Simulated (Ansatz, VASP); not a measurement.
**Two plane-wave programs on Ni3Ge**

```xyz
4
Lattice="3.5303 0.0000 0.0000 0.0000 3.5303 0.0000 0.0000 0.0000 3.5303" Properties=species:S:1:pos:R:3 pbc="T T T"
Ni    1.7652    0.0000    1.7652
Ni    0.0000    1.7652    1.7652
Ni    1.7652    1.7652    0.0000
Ge    0.0000    0.0000    0.0000
```

Alike in both runs: task single point; functional r2SCAN; k mesh 12 × 12 × 12; occupations fermi-dirac, width 0.2 eV; no spin polarisation.

|  | VASP | Ansatz |
| --- | --- | --- |
| version | VASP 6.6.1 | Ansatz 0.2.0 |
| potentials or method | VASP PAW PBE potentials, release 64 (Ni, Ge_d), cutoff 520 eV | scalar-relativistic, plane waves, PAW |
| valence electrons in the cell | 44 | 68 |

|  | VASP | Ansatz | Ansatz less VASP |
| --- | --- | --- | --- |
| gap on the k mesh at the Fermi level (eV) | none | none | - |
| pressure (GPa) | 1.6 | 1.2 | -0.35 |

VASP's potentials were made for PBE, not for r2SCAN. A gap of «none» marks a metal or a gap that the smearing closes. The functional is the same, so the differences come from potentials, cutoffs and numerics. VASP's potentials hold 44 valence electrons a cell and Ansatz's 68, so a difference there can come from the potentials and not from the codes.
